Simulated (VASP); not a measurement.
# In3P2 (Cm) in VASP: single point with PBE

Aim: the single point of In3P2 with PBE.

All numbers are computed with VASP 6.6.1; they aren't measurements. Logs are shortened: lines on timing, memory, paths and dates and some standing lists are left out, and cuts for length are marked.

### Step 1. The cell of the first run

The structure is monoclinic, space group Cm (No. 8). Conventional cell: a = 12.334 Å, b = 3.937 Å, c = 5.442 Å, α = 90.00°, β = 100.86°, γ = 90.00°. In (site symmetry m) has 4 P at 2.78 to 2.90 Å and 2 In at 3.22 Å within 3.7 Å. In (site symmetry m) has 4 P at 2.68 to 2.89 Å and 2 In at 3.22 Å within 3.5 Å. In (site symmetry m) has 4 P at 2.72 to 2.80 Å and 2 In at 3.55 Å within 3.6 Å. P (site symmetry m) has 6 In at 2.68 to 2.90 Å within 3.5 Å. Within 3.6 Å of P (site symmetry m) lie 6 In at 2.77 to 2.80 Å.

### Step 2. Single point, PBE

Input file INCAR:

```
SYSTEM = In3P2
PREC = Accurate
ENCUT = 520
EDIFF = 1E-7
ISMEAR = 0
SIGMA = 0.1
LREAL = .FALSE.
LASPH = .TRUE.
NELM = 100
ALGO = Normal
ISIF = 2
LWAVE = .FALSE.
LCHARG = .TRUE.
GGA = PE
LELF = .TRUE.
LVHAR = .TRUE.
NBANDS = 32
```

Input file KPOINTS:

```
regular mesh
0
G
  10 10 8
  0 0 0
```

Input file POSCAR:

```
In3P2
1.0
    6.1437013999     -1.9684631112     -0.5350920346
    6.1437013999      1.9684631112     -0.5350920346
   -0.5573557048      0.0000000000      5.4133025076
In P
3 2
Direct
    0.0373938765      0.0373938765      0.1045242357
    0.3597956059      0.3597956059      0.2817966053
    0.7531004474      0.7531004474      0.7233917513
    0.4082635630      0.4082635630      0.7823014734
    0.6994169258      0.6994169258      0.1993920399
```

Potentials or basis: VASP PAW PBE potentials, release 64 (In_d, P).

Command:

```console
cat potpaw_PBE.64/In_d/POTCAR potpaw_PBE.64/P/POTCAR > POTCAR
mpirun -np 1 vasp_std > vasp.out
```

OUTCAR:

```text
SYSTEM = In3P2
   PREC = Accurate
   ENCUT = 520
   EDIFF = 1E-7
   ISMEAR = 0
   LREAL = .FALSE.
   LASPH = .TRUE.
   NELM = 100
   ISIF = 2
   GGA = PE

 ion  position               nearest neighbor table
   1  0.037  0.037  0.105-   5 2.78   5 2.78   4 2.90   4 2.90   2 3.22   2 3.22   3 3.72   2 3.91

   2  0.360  0.360  0.282-   4 2.68   5 2.77   5 2.77   4 2.89   1 3.22   1 3.22   3 3.55   3 3.55
                             3 3.65   3 3.65   1 3.91
   3  0.753  0.753  0.723-   4 2.72   4 2.72   5 2.79   5 2.80   2 3.55   2 3.55   2 3.65   2 3.65
                             1 3.72
   4  0.408  0.408  0.782-   2 2.68   3 2.72   3 2.72   2 2.89   1 2.90   1 2.90
   5  0.699  0.699  0.199-   2 2.77   2 2.77   1 2.78   1 2.78   3 2.79   3 2.80

  LATTYP: Found a base centered monoclinic cell.
 ALAT       =    12.3339191463
 B/A-ratio  =     0.3191950730
 C/A-ratio  =     0.4412157709
 COS(beta)  =    -0.1883439670

  Lattice vectors:

 A1 = (   6.1437013999,  -1.9684631112,  -0.5350920346)
 A2 = (   6.1437013999,   1.9684631112,  -0.5350920346)
 A3 = (  -0.5573557048,   0.0000000000,   5.4133025076)

Analysis of symmetry for initial positions (statically):
=====================================================================
 Subroutine PRICEL returns:
 Original cell was already a primitive cell.

 Routine SETGRP: Setting up the symmetry group for a
 base centered monoclinic supercell.

 Subroutine GETGRP returns: Found  2 space group operations
 (whereof  2 operations were pure point group operations)
 out of a pool of  4 trial point group operations.

The static configuration has the point symmetry C_1h.

Analysis of symmetry for dynamics (positions and initial velocities):
=====================================================================
 Subroutine PRICEL returns:
 Original cell was already a primitive cell.

 Routine SETGRP: Setting up the symmetry group for a
 base centered monoclinic supercell.

 Subroutine GETGRP returns: Found  2 space group operations
 (whereof  2 operations were pure point group operations)
 out of a pool of  4 trial point group operations.

The dynamic configuration has the point symmetry C_1h.

 Subroutine INISYM returns: Found  2 space group operations
 (whereof  2 operations are pure point group operations),
 and found     1 'primitive' translations

----------------------------------------------------------------------------------------

                                     Primitive cell

  volume of cell :     129.7590

  direct lattice vectors                    reciprocal lattice vectors
     6.143701400 -1.968463111 -0.535092035     0.082120575 -0.254005268  0.008455166
     6.143701400  1.968463111 -0.535092035     0.082120575  0.254005268  0.008455166
    -0.557355705  0.000000000  5.413302508     0.016234846  0.000000000  0.186401662

  length of vectors
     6.473502715  6.473502715  5.441919645     0.267084172  0.267084172  0.187107322

  position of ions in fractional coordinates (direct lattice)
     0.037393876  0.037393876  0.104524236
     0.359795606  0.359795606  0.281796605
     0.753100447  0.753100447  0.723391751
     0.408263563  0.408263563  0.782301473
     0.699416926  0.699416926  0.199392040

  ion indices of the primitive-cell ions
   primitive index   ion index
                 1           1
                 2           2
                 3           3
                 4           4
                 5           5

----------------------------------------------------------------------------------------

 KPOINTS: regular mesh

Automatic generation of k-mesh.
 Grid dimensions read from file:
 generate k-points for:   10   10    8

 Generating k-lattice:

  Cartesian coordinates                     Fractional coordinates (reciprocal lattice)
     0.008212058 -0.025400527  0.000845517     0.100000000 -0.000000000  0.000000000
     0.008212058  0.025400527  0.000845517    -0.000000000  0.100000000  0.000000000
     0.002029356  0.000000000  0.023300208     0.000000000  0.000000000  0.125000000

  Length of vectors
     0.026708417  0.026708417  0.023388415

  Shift w.r.t. Gamma in fractional coordinates (k-lattice)
     0.000000000  0.000000000  0.000000000

 Subroutine IBZKPT returns following result:
 ===========================================

 Found    227 irreducible k-points:

 Following reciprocal coordinates:
            Coordinates               Weight
  0.000000  0.000000  0.000000      1.000000
  0.100000 -0.000000 -0.000000      4.000000
  0.200000 -0.000000 -0.000000      4.000000
  0.300000  0.000000 -0.000000      4.000000
  0.400000 -0.000000  0.000000      4.000000
  0.500000 -0.000000  0.000000      2.000000
[... 16 lines left out ...]
  0.300000  0.300000  0.000000      2.000000
  0.400000  0.300000  0.000000      4.000000
 [... further k-points ...]
   k-points           NKPTS =    227   k-points in BZ     NKDIM =    227   number of bands    NBANDS=     32
   number of dos      NEDOS =    301   number of ions     NIONS =      5
   total plane-waves  NPLWV =  92160
   dimension x,y,z NGX =    48 NGY =   48 NGZ =   40
   dimension x,y,z NGXF=    96 NGYF=   96 NGZF=   80
   ions per type =               3   2
   NGX,Y,Z   is equivalent  to a cutoff of  12.33, 12.33, 12.22 a.u.
   NGXF,Y,Z  is equivalent  to a cutoff of  24.65, 24.65, 24.44 a.u.
 SYSTEM =  In3P2
   PREC   = accura    normal or accurate (medium, high low for compatibility)
   ISTART =      0    job   : 0-new  1-cont  2-samecut
   ICHARG =      2    charge: 1-file 2-atom 10-const
   ISPIN  =      1    spin polarized calculation?
   LNONCOLLINEAR =      F non collinear calculations
   LSORBIT =      F    spin-orbit coupling
   LASPH  =      T    aspherical Exc in radial PAW
   ENCUT  =  520.0 eV  38.22 Ry    6.18 a.u.  12.04 12.04 10.12*2*pi/ulx,y,z
   NELM   =    100;   NELMIN=  2; NELMDL= -5     # of ELM steps
   EDIFF  = 0.1E-06   stopping-criterion for ELM
   LREAL  =      F    real-space projection
   EDIFFG = 0.1E-05   stopping-criterion for IOM
   NSW    =      0    number of steps for IOM
   IBRION =     -1    ionic relax: 0-MD 1-quasi-New 2-CG
   NFREE  =      0    steps in history (QN), initial steepest desc. (CG)
   ISIF   =      2    stress and relaxation
   ISYM   =      2    0-nonsym 1-usesym 2-fastsym
   POTIM  = 0.5000    time-step for ionic-motion
   TEBEG  =    0.0;   TEEND  =   0.0 temperature during run
   PSTRESS=    0.0 pullay stress
   NELECT =      49.0000    total number of electrons
   NUPDOWN=      -1.0000    fix difference up-down
   EMIN   =  10.00;   EMAX   =-10.00  energy-range for DOS
   EFERMI =   0.00;   METHOD = LEGACY
   ISMEAR =     0;   SIGMA  =   0.10  broadening in eV -4-tet -1-fermi 0-gaus
   EFERMI_NEDOS =   21; number of points for ismear=-14 and -15
   IALGO  =     38    algorithm
   IMIX   =      4    mixing-type and parameters
     AMIX     =   0.40;   BMIX     =  1.00
     AMIX_MAG =   1.60;   BMIX_MAG =  1.00
  volume/ion in A,a.u.               =      25.95       175.13
  Fermi-wavevector in a.u.,A,eV,Ry     =   1.183299  2.236110 19.050815  1.400195
  Thomas-Fermi vector in A             =   2.319536
   LORBIT       =      0    0 simple, 1 ext, 2 COOP (PROOUT), +10 PAW based schemes
   GGA     = PE    functional components
   LHFCALC =     F    Hartree Fock is set to
   AEXX    =    0.0000 exact exchange contribution
   IVDW    =     0    specifies the selected vdW correction
   LEPSILON=     F    determine dielectric tensor
   LRPA    =     F    only Hartree local field effects (RPA)
 non-spin polarized calculation
 Gauss-broadening in eV      SIGMA  =   0.10
  energy-cutoff  :      520.00
  volume of cell :      129.76
 maximum number of plane-waves:      3516
   NGX = 25   NGY = 25   NGZ = 21

 number of electron      48.9999999 magnetization

 Free energy of the ion-electron system (eV)
  ---------------------------------------------------
  ext. energy  EPLUGINS =         0.00000000
  ---------------------------------------------------
  free energy    TOTEN  =       -18.00137969 eV

  energy without entropy =      -17.99117322  energy(sigma->0) =      -17.99627646

 E-fermi :   5.8467     XC(G=0):  -9.4555

 val. band max:        5.8442379940   @ k =  -0.4000   0.3000   0.1250
 cond. band min:       5.8485857259   @ k =   0.5000   0.1000  -0.0000
 fundamental gap:      0.0043477319
 Fermi energy:         5.8466703189

 k-point     1 :       0.0000    0.0000    0.0000
  band No.  band energies     occupation
      1      -8.8883      2.00000
      2      -8.7950      2.00000
      3      -8.7760      2.00000
      4      -8.7056      2.00000
      5      -8.6851      2.00000
      6      -8.6781      2.00000
[... 24 lines left out ...]
     31      11.3130      0.00000
     32      11.6574      0.00000

 k-point     2 :       0.1000   -0.0000   -0.0000
  band No.  band energies     occupation
      1      -8.8883      2.00000
      2      -8.7990      2.00000
      3      -8.7693      2.00000
      4      -8.7118      2.00000
      5      -8.6917      2.00000
      6      -8.6747      2.00000
[... 24 lines left out ...]
     31      10.9267      0.00000
     32      11.4973      0.00000

 k-point     3 :       0.2000   -0.0000   -0.0000
  band No.  band energies     occupation
      1      -8.8914      2.00000
      2      -8.8106      2.00000
      3      -8.7604      2.00000
      4      -8.7303      2.00000
      5      -8.6999      2.00000
      6      -8.6754      2.00000
[... 24 lines left out ...]
     31      10.7560      0.00000
     32      10.9783      0.00000

 k-point     4 :       0.3000    0.0000   -0.0000
  band No.  band energies     occupation
      1      -8.9010      2.00000
      2      -8.8331      2.00000
      3      -8.7659      2.00000
      4      -8.7482      2.00000
      5      -8.7035      2.00000
      6      -8.6700      2.00000
[... 24 lines left out ...]
     31      10.6024      0.00000
     32      11.1144      0.00000

 k-point     5 :       0.4000   -0.0000    0.0000
  band No.  band energies     occupation
      1      -8.9121      2.00000
      2      -8.8589      2.00000
      3      -8.7765      2.00000
      4      -8.7518      2.00000
      5      -8.7091      2.00000
      6      -8.6754      2.00000
[... 584 lines left out ...]
     31       9.9677      0.00000
     32      10.7102      0.00000

 k-point    22 :      -0.2000    0.2000    0.0000
  band No.  band energies     occupation
      1      -8.9118      2.00000
      2      -8.8427      2.00000
      3      -8.7926      2.00000
      4      -8.7514      2.00000
      5      -8.6994      2.00000
      6      -8.6745      2.00000
[... 24 lines left out ...]
     31      10.2365      0.00000
     32      10.3344      0.00000

 k-point    23 :       0.3000    0.3000    0.0000
  band No.  band energies     occupation
      1      -8.9047      2.00000
      2      -8.8056      2.00000
      3      -8.7570      2.00000
      4      -8.7229      2.00000
      5      -8.7002      2.00000
      6      -8.6774      2.00000
[... 24 lines left out ...]
     31      10.8591      0.00000
     32      11.3805      0.00000

 k-point    24 :       0.4000    0.3000    0.0000
  band No.  band energies     occupation
      1      -8.9045      2.00000
      2      -8.8174      2.00000
      3      -8.7498      2.00000
      4      -8.7240      2.00000
      5      -8.7036      2.00000
      6      -8.6794      2.00000
[... 24 lines left out ...]
     31      10.7829      0.00000
     32      11.2439      0.00000

 [... further k-points ...]

------------------------ aborting loop because EDIFF is reached ----------------------------------------

  FORCE on cell =-STRESS in cart. coord.  units (eV):
  Direction    XX          YY          ZZ          XY          YZ          ZX
  --------------------------------------------------------------------------------------
  -------------------------------------------------------------------------------------
  Total       -0.0170730     -0.0262131     -0.0000977      0.0000000      0.0000000     -0.0037497
  in kB       -0.2108058     -0.3236617     -0.0012069      0.0000000      0.0000000     -0.0462986
  external PRESSURE =      -0.1785582 kB  Pullay stress =       0.0000000 kB

 VOLUME and BASIS-vectors are now :
 -----------------------------------------------------------------------------
  energy-cutoff  :      520.00
  volume of cell :      129.76
      direct lattice vectors                 reciprocal lattice vectors
     6.143701400 -1.968463111 -0.535092035     0.082120575 -0.254005268  0.008455166
     6.143701400  1.968463111 -0.535092035     0.082120575  0.254005268  0.008455166
    -0.557355705  0.000000000  5.413302508     0.016234846  0.000000000  0.186401662

 POSITION                                       TOTAL-FORCE (eV/Angst)
 -----------------------------------------------------------------------------------
      0.40122      0.00000      0.52580        -0.000696      0.000000      0.007291
      4.26389      0.00000      1.14040         0.002029      0.000000      0.003484
      8.85046      0.00000      3.10998         0.004419      0.000000     -0.001059
      4.58048      0.00000      3.79792        -0.007817      0.000000     -0.008146
      8.48289      0.00000      0.33086         0.002065      0.000000     -0.001570
 -----------------------------------------------------------------------------------
    total drift:                               -0.000021      0.000000     -0.000308

  FREE ENERGIE OF THE ION-ELECTRON SYSTEM (eV)
  ---------------------------------------------------
  free  energy   TOTEN  =       -18.0013796938 eV

  energy  without entropy=      -17.9911732236  energy(sigma->0) =      -17.99627646
```

It took 7.5 min on 1 thread of Intel Xeon 6975P-C (Granite Rapids), shared host; peak memory 0.83 GiB.

Results:

| Item | Value |
| --- | --- |
| Free energy | -18.0014 eV |
| Pressure | 0.0 GPa |
| Largest force | 0.011 eV/Å |

Forces in eV/Å, atoms in the order of the input:
```
In  -0.001  0.000  0.007
In   0.002  0.000  0.003
In   0.004  0.000 -0.001
P   -0.008  0.000 -0.008
P    0.002  0.000 -0.002
```

Caveat: spin-orbit coupling is left out, which moves the levels of the heavy elements.
